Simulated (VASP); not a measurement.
Set up this calculation in VASP 6.6.1, as the native input.

| Quantity | Value |
| --- | --- |
| Task | single point |
| Functional | r2SCAN |
| Potentials or basis | VASP PAW PBE potentials, release 64 (B, N) |
| Cutoff | 520 eV |
| k mesh | 12 × 12 × 12 |
| Occupations | gaussian, width 0.05 eV |
| Spin | no spin polarisation |
| Dipole correction | no |
| Further INCAR settings | ALGO = Normal; EDIFF = 1e-07; NBANDS = 11 |

BN:

```xyz
2
Lattice="0.0000 1.6604 1.8770 1.6604 0.0000 1.8770 1.6604 1.6604 0.0000" Properties=species:S:1:pos:R:3 pbc="T T T"
B     0.0000    0.0000    0.0000
N     2.4906    2.4906    2.8155
```

This cell differs from its parent crystal: strain -0.080 along x and y, +0.040 along z.

One way to write it, as run:

POSCAR

```
BN
1.0
    0.0000000000      1.6604286547      1.8770063053
    1.6604286547      0.0000000000      1.8770063053
    1.6604286547      1.6604286547      0.0000000000
B N
1 1
Direct
    0.0000000000      0.0000000000      0.0000000000
    0.7500000000      0.7500000000      0.7500000000
```

INCAR.step1

```
SYSTEM = BN
ALGO     = Normal         ! electronic algorithm
EDIFF    = 1E-4           ! SCF threshold, eV
ENCUT    = 520            ! plane-wave cutoff, eV
GGA      = PE             ! functional
ISMEAR   = 0              ! smearing method
LASPH    = .TRUE.         ! aspherical terms in the spheres
LCHARG   = .FALSE.        ! write CHGCAR
LREAL    = .FALSE.        ! projectors in reciprocal space
LWAVE    = .TRUE.         ! write WAVECAR
NBANDS   = 11             ! bands
NELM     = 60             ! most SCF steps
PREC     = Accurate       ! precision mode
SIGMA    = 0.05           ! smearing width, eV
```

INCAR.step2

```
SYSTEM = BN
ALGO     = Normal         ! electronic algorithm
EDIFF    = 1E-7           ! SCF threshold, eV
ENCUT    = 520            ! plane-wave cutoff, eV
ISIF     = 2              ! what is computed and relaxed
ISMEAR   = 0              ! smearing method
ISTART   = 1            
LASPH    = .TRUE.         ! aspherical terms in the spheres
LCHARG   = .TRUE.         ! write CHGCAR
LELF     = .TRUE.         ! ELF
LMIXTAU  = .TRUE.       
LREAL    = .FALSE.        ! projectors in reciprocal space
LVHAR    = .TRUE.       
LWAVE    = .FALSE.        ! write WAVECAR
METAGGA  = R2SCAN         ! meta-GGA
NBANDS   = 11             ! bands
NELM     = 60             ! most SCF steps
PREC     = Accurate       ! precision mode
SIGMA    = 0.05           ! smearing width, eV
```

KPOINTS

```
k-points
0
G
  12 12 12
  0 0 0
```

Potentials or basis: VASP PAW PBE potentials, release 64 (B, N).

Run with:

```sh
$ cat potpaw_PBE.64/B/POTCAR potpaw_PBE.64/N/POTCAR > POTCAR
$ cp INCAR.step1 INCAR
$ mpirun -np 1 vasp_std > vasp.out
$ cp INCAR.step2 INCAR
$ mpirun -np 1 vasp_std > vasp.out
```

Results of the run:

| Property | Result |
| --- | --- |
| Pressure | 64.5 GPa |
| Band gap on the k mesh | 3.86 eV (least direct gap 9.27 eV) |

Caveat: the cell differs from its parent crystal (strain -0.080 along x and y, +0.040 along z); the cell stands under pressure; the PAW data sets were made with another functional, which shifts forces and pressure a little.

Wall time 49 s on 1 thread of AMD EPYC 9R45 (Zen 5), on a shared host, peak memory 0.1 GiB.
